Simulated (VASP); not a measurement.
# Mo3As (P-6m2) in VASP: relaxation of cell and atoms with PBE

Aim: the relaxation of cell and atoms of Mo3As with PBE.

Program: VASP 6.6.1. These are calculated values, not measurements. Logs are shortened: lines on timing, memory, paths and dates and some standing lists are left out, and cuts for length are marked.

### 1 The cell of the first run

Symmetry: P-6m2, No. 187, hexagonal system. The conventional cell has a = 3.043 Å, b = 3.043 Å, c = 8.821 Å, α = 90.00°, β = 90.00°, γ = 120.00°. Mo (site symmetry 3m) has 1 As at 2.44 Å and 9 Mo at 2.64 to 3.04 Å within 3.2 Å. Within 3.5 Å of Mo (site symmetry -6m2) lie 12 Mo at 2.64 to 3.04 Å. As (site symmetry -6m2) has 2 Mo at 2.44 Å and 6 As at 3.04 Å within 3.2 Å.

The cell was generated, and may not be a known phase.

### 2 Relaxation of cell and atoms, PBE

INCAR reads:

```
  ALGO = Fast
  EDIFF = 1E-6
  EDIFFG = -0.01
  ENCUT = 600
  GGA = PE
  IBRION = 2
  ISIF = 3
  ISMEAR = 0
  LASPH = T
  LCHARG = F
  LREAL = F
  LWAVE = F
  NELM = 100
  NSW = 100
  PREC = Accurate
  SIGMA = 0.1
```

KPOINTS reads:

```
k-points
0
Gamma
  18 18 6
```

POSCAR reads:

```
Mo3As
1.0
    3.0425117214      0.0000000000      0.0000000000
   -1.5212558607      2.6348924421      0.0000000000
    0.0000000000      0.0000000000      8.8209791501
Mo As
3 1
Direct
    0.6666666667      0.3333333333      0.7764148264
    0.6666666667      0.3333333333      0.2235851736
    0.3333333333      0.6666666667      0.0000000000
    0.6666666667      0.3333333333      0.5000000000
```

Potentials or basis: VASP PAW PBE potentials, release 64 (Mo_sv, As).

Run with:

```bash
$ cat potpaw_PBE.64/Mo_sv/POTCAR potpaw_PBE.64/As/POTCAR > POTCAR
$ mpirun -np 1 vasp_std > vasp.out
```

OUTCAR:

```text
EDIFF = 1E-6
   EDIFFG = -0.01
   ENCUT = 600
   GGA = PE
   IBRION = 2
   ISIF = 3
   ISMEAR = 0
   LASPH = T
   LREAL = F
   NELM = 100
   NSW = 100
   PREC = Accurate

 ion  position               nearest neighbor table
   1  0.667  0.333  0.776-   4 2.44   3 2.64   3 2.64   3 2.64
   2  0.667  0.333  0.224-   4 2.44   3 2.64   3 2.64   3 2.64
   3  0.333  0.667  0.000-   1 2.64   2 2.64   1 2.64   2 2.64   1 2.64   2 2.64
   4  0.667  0.333  0.500-   1 2.44   2 2.44

  LATTYP: Found a hexagonal cell.
 ALAT       =     3.0425117214
 C/A-ratio  =     2.8992424542

  Lattice vectors:

 A1 = (   3.0425117214,   0.0000000000,   0.0000000000)
 A2 = (  -1.5212558607,   2.6348924421,   0.0000000000)
 A3 = (   0.0000000000,   0.0000000000,   8.8209791501)

Analysis of symmetry for initial positions (statically):
=====================================================================
 Subroutine PRICEL returns:
 Original cell was already a primitive cell.

 Routine SETGRP: Setting up the symmetry group for a
 hexagonal supercell.

 Subroutine GETGRP returns: Found 12 space group operations
 (whereof 12 operations were pure point group operations)
 out of a pool of 24 trial point group operations.

The static configuration has the point symmetry D_3h.

Analysis of symmetry for dynamics (positions and initial velocities):
=====================================================================
 Subroutine PRICEL returns:
 Original cell was already a primitive cell.

 Routine SETGRP: Setting up the symmetry group for a
 hexagonal supercell.

 Subroutine GETGRP returns: Found 12 space group operations
 (whereof 12 operations were pure point group operations)
 out of a pool of 24 trial point group operations.

The dynamic configuration has the point symmetry D_3h.

 Subroutine INISYM returns: Found 12 space group operations
 (whereof 12 operations are pure point group operations),
 and found     1 'primitive' translations

----------------------------------------------------------------------------------------

                                     Primitive cell

  volume of cell :      70.7151

  direct lattice vectors                    reciprocal lattice vectors
     3.042511721  0.000000000  0.000000000     0.328675809  0.189761067  0.000000000
    -1.521255861  2.634892442  0.000000000     0.000000000  0.379522133  0.000000000
     0.000000000  0.000000000  8.820979150     0.000000000  0.000000000  0.113366099

  length of vectors
     3.042511721  3.042511721  8.820979150     0.379522133  0.379522133  0.113366099

  position of ions in fractional coordinates (direct lattice)
     0.666666667  0.333333333  0.776414826
     0.666666667  0.333333333  0.223585174
     0.333333333  0.666666667  0.000000000
     0.666666667  0.333333333  0.500000000

  ion indices of the primitive-cell ions
   primitive index   ion index
                 1           1
                 2           2
                 3           3
                 4           4

----------------------------------------------------------------------------------------

 KPOINTS: k-points

Automatic generation of k-mesh.
 Grid dimensions read from file:
 generate k-points for:   18   18    6

 Generating k-lattice:

  Cartesian coordinates                     Fractional coordinates (reciprocal lattice)
     0.018259767  0.010542281  0.000000000     0.055555556  0.000000000  0.000000000
     0.000000000  0.021084563  0.000000000     0.000000000  0.055555556  0.000000000
     0.000000000  0.000000000  0.018894350     0.000000000  0.000000000  0.166666667

  Length of vectors
     0.021084563  0.021084563  0.018894350

  Shift w.r.t. Gamma in fractional coordinates (k-lattice)
     0.000000000  0.000000000  0.000000000

 Subroutine IBZKPT returns following result:
 ===========================================

 Found    148 irreducible k-points:

 Following reciprocal coordinates:
            Coordinates               Weight
  0.000000  0.000000  0.000000      1.000000
  0.055556 -0.000000  0.000000      6.000000
  0.111111 -0.000000  0.000000      6.000000
  0.166667  0.000000  0.000000      6.000000
  0.222222 -0.000000  0.000000      6.000000
  0.277778  0.000000  0.000000      6.000000
[... 16 lines left out ...]
  0.333333  0.111111  0.000000     12.000000
  0.388889  0.111111  0.000000     12.000000
 [... further k-points ...]
   k-points           NKPTS =    148   k-points in BZ     NKDIM =    148   number of bands    NBANDS=     28
   number of dos      NEDOS =    301   number of ions     NIONS =      4
   total plane-waves  NPLWV =  40320
   dimension x,y,z NGX =    24 NGY =   24 NGZ =   70
   dimension x,y,z NGXF=    48 NGYF=   48 NGZF=  140
   ions per type =               3   1
   NGX,Y,Z   is equivalent  to a cutoff of  13.11, 13.11, 13.19 a.u.
   NGXF,Y,Z  is equivalent  to a cutoff of  26.23, 26.23, 26.39 a.u.
 SYSTEM =  unknown system
   PREC   = accura    normal or accurate (medium, high low for compatibility)
   ISTART =      0    job   : 0-new  1-cont  2-samecut
   ICHARG =      2    charge: 1-file 2-atom 10-const
   ISPIN  =      1    spin polarized calculation?
   LNONCOLLINEAR =      F non collinear calculations
   LSORBIT =      F    spin-orbit coupling
   LASPH  =      T    aspherical Exc in radial PAW
   ENCUT  =  600.0 eV  44.10 Ry    6.64 a.u.   6.08  6.08 17.62*2*pi/ulx,y,z
   NELM   =    100;   NELMIN=  2; NELMDL= -5     # of ELM steps
   EDIFF  = 0.1E-05   stopping-criterion for ELM
   LREAL  =      F    real-space projection
   EDIFFG = -.1E-01   stopping-criterion for IOM
   NSW    =    100    number of steps for IOM
   IBRION =      2    ionic relax: 0-MD 1-quasi-New 2-CG
   NFREE  =      1    steps in history (QN), initial steepest desc. (CG)
   ISIF   =      3    stress and relaxation
   ISYM   =      2    0-nonsym 1-usesym 2-fastsym
   POTIM  = 0.5000    time-step for ionic-motion
   TEBEG  =    0.0;   TEEND  =   0.0 temperature during run
   PSTRESS=    0.0 pullay stress
   NELECT =      47.0000    total number of electrons
   NUPDOWN=      -1.0000    fix difference up-down
   EMIN   =  10.00;   EMAX   =-10.00  energy-range for DOS
   EFERMI =   0.00;   METHOD = LEGACY
   ISMEAR =     0;   SIGMA  =   0.10  broadening in eV -4-tet -1-fermi 0-gaus
   EFERMI_NEDOS =   21; number of points for ismear=-14 and -15
   IALGO  =     68    algorithm
   IMIX   =      4    mixing-type and parameters
     AMIX     =   0.40;   BMIX     =  1.00
     AMIX_MAG =   1.60;   BMIX_MAG =  1.00
  volume/ion in A,a.u.               =      17.68       119.30
  Fermi-wavevector in a.u.,A,eV,Ry     =   1.428686  2.699825 27.771447  2.041144
  Thomas-Fermi vector in A             =   2.548721
   LORBIT       =      0    0 simple, 1 ext, 2 COOP (PROOUT), +10 PAW based schemes
   GGA     = PE    functional components
   LHFCALC =     F    Hartree Fock is set to
   AEXX    =    0.0000 exact exchange contribution
   IVDW    =     0    specifies the selected vdW correction
   LEPSILON=     F    determine dielectric tensor
   LRPA    =     F    only Hartree local field effects (RPA)
 conjugate gradient relaxation of ions
 non-spin polarized calculation
 RMM-DIIS sequential band-by-band and
 Gauss-broadening in eV      SIGMA  =   0.10
  energy-cutoff  :      600.00
  volume of cell :       70.72
 maximum number of plane-waves:      2398
   NGX = 13   NGY = 13   NGZ = 35

--------------------------------------- Ionic step        1  -------------------------------------------

 number of electron      46.9999996 magnetization

 Free energy of the ion-electron system (eV)
  ---------------------------------------------------
  ext. energy  EPLUGINS =         0.00000000
  ---------------------------------------------------
  free energy    TOTEN  =       -35.13831520 eV

  energy without entropy =      -35.12111417  energy(sigma->0) =      -35.12971468

------------------------ aborting loop because EDIFF is reached ----------------------------------------

  FORCE on cell =-STRESS in cart. coord.  units (eV):
  Direction    XX          YY          ZZ          XY          YZ          ZX
  --------------------------------------------------------------------------------------
  -------------------------------------------------------------------------------------
  Total       -0.0419328     -0.0419328      0.5791811     -0.0000000      0.0000000      0.0000000
  in kB       -0.9500627     -0.9500627     13.1223924     -0.0000000      0.0000000      0.0000000
  external PRESSURE =       3.7407557 kB  Pullay stress =       0.0000000 kB
[... 95 lines left out ...]
  FREE ENERGIE OF THE ION-ELECTRON SYSTEM (eV)
  ---------------------------------------------------
  free  energy   TOTEN  =       -35.1396435065 eV

  energy  without entropy=      -35.1218477041  energy(sigma->0) =      -35.13074561

[... ionic steps 4 to 8 ...]

--------------------------------------- Ionic step        9  -------------------------------------------

 number of electron      46.9999997 magnetization

------------------------ aborting loop because EDIFF is reached ----------------------------------------

  FORCE on cell =-STRESS in cart. coord.  units (eV):
  Direction    XX          YY          ZZ          XY          YZ          ZX
  --------------------------------------------------------------------------------------
  -------------------------------------------------------------------------------------
  Total       -0.0443809     -0.0443809     -0.0605695      0.0000000      0.0000000      0.0000000
  in kB       -1.0108235     -1.0108235     -1.3795375      0.0000000      0.0000000      0.0000000
  external PRESSURE =      -1.1337281 kB  Pullay stress =       0.0000000 kB
[... 61 lines left out ...]
  energy  without entropy=      -35.1224208980  energy(sigma->0) =      -35.13228630

--------------------------------------- Ionic step       11  -------------------------------------------

 number of electron      46.9999997 magnetization

 Free energy of the ion-electron system (eV)
  ---------------------------------------------------
  ext. energy  EPLUGINS =         0.00000000
  ---------------------------------------------------
  free energy    TOTEN  =       -35.14221596 eV

  energy without entropy =      -35.12247050  energy(sigma->0) =      -35.13234323

 E-fermi :   9.6671     XC(G=0): -12.2196

 val. band max:        9.6652651682   @ k =   0.1667   0.1667   0.1667
 cond. band min:       9.6690099339   @ k =   0.4444  -0.0000   0.5000
 fundamental gap:      0.0037447658
 Fermi energy:         9.6670869089

 k-point     1 :       0.0000    0.0000    0.0000
  band No.  band energies     occupation
      1     -51.1601      2.00000
      2     -51.0757      2.00000
      3     -50.7785      2.00000
      4     -25.7569      2.00000
      5     -25.2129      2.00000
      6     -24.9756      2.00000
[... 733 lines left out ...]
     27      11.6564      0.00000
     28      12.4018      0.00000

 [... further k-points ...]

------------------------ aborting loop because EDIFF is reached ----------------------------------------

  FORCE on cell =-STRESS in cart. coord.  units (eV):
  Direction    XX          YY          ZZ          XY          YZ          ZX
  --------------------------------------------------------------------------------------
  -------------------------------------------------------------------------------------
  Total       -0.0033919     -0.0033919      0.0136415      0.0000000      0.0000000      0.0000000
  in kB       -0.0773105     -0.0773105      0.3109234      0.0000000      0.0000000      0.0000000
  external PRESSURE =       0.0521008 kB  Pullay stress =       0.0000000 kB
[... 19 lines left out ...]
  FREE ENERGIE OF THE ION-ELECTRON SYSTEM (eV)
  ---------------------------------------------------
  free  energy   TOTEN  =       -35.1422159605 eV

  energy  without entropy=      -35.1224705002  energy(sigma->0) =      -35.13234323

 reached required accuracy - stopping structural energy minimisation
```

Run time: 14 min. Hardware: 1 thread of Intel Xeon 6975P-C (Granite Rapids), shared host; peak memory 0.44 GiB.

What came out:

```yaml
Free_energy: -35.1422 eV
Relaxed_volume: 17.57 Å³/atom
Relaxed_cell: a = 3.019 Å, b = 3.019 Å, c = 8.908 Å, α = 90.00°, β = 90.00°, γ = 120.00°
Space_group_after_relaxing_to_0.1_Å: P-6m2 (No. 187)
Energy_gained_by_relaxing: 1.0 meV/atom
Ionic_steps: 11
Pressure_after_relaxing: 0.0 GPa
Band_gap_on_the_k_mesh: zero (an odd number of electrons rules out a gap without spin polarisation)
```

Step by step:
```tsv
step	energy change (eV)	largest force (eV/Å)	pressure (GPa)	volume (Å³)
1	0.0000	0.0619	0.37	70.72
2	-0.0005	0.0508	-1.20	71.14
3	-0.0013	0.0552	-0.52	70.95
4	-0.0029	0.0711	-0.17	70.64
5	-0.0032	0.0813	0.02	70.46
6	-0.0030	0.1042	0.46	70.10
7	-0.0033	0.0886	0.12	70.35
8	-0.0039	0.0103	-0.09	70.35
9	-0.0039	0.0004	-0.11	70.34
10	-0.0038	0.0053	0.23	70.20
11	-0.0039	0.0004	0.01	70.29
```

Final structure:
```
CELL_PARAMETERS angstrom
3.01853 0.00000 0.00000
-1.50926 2.61412 0.00000
0.00000 0.00000 8.90837
ATOMIC_POSITIONS crystal
Mo 0.66667 0.33333 0.77446
Mo 0.66667 0.33333 0.22554
Mo 0.33333 0.66667 0.00000
As 0.66667 0.33333 0.50000
```
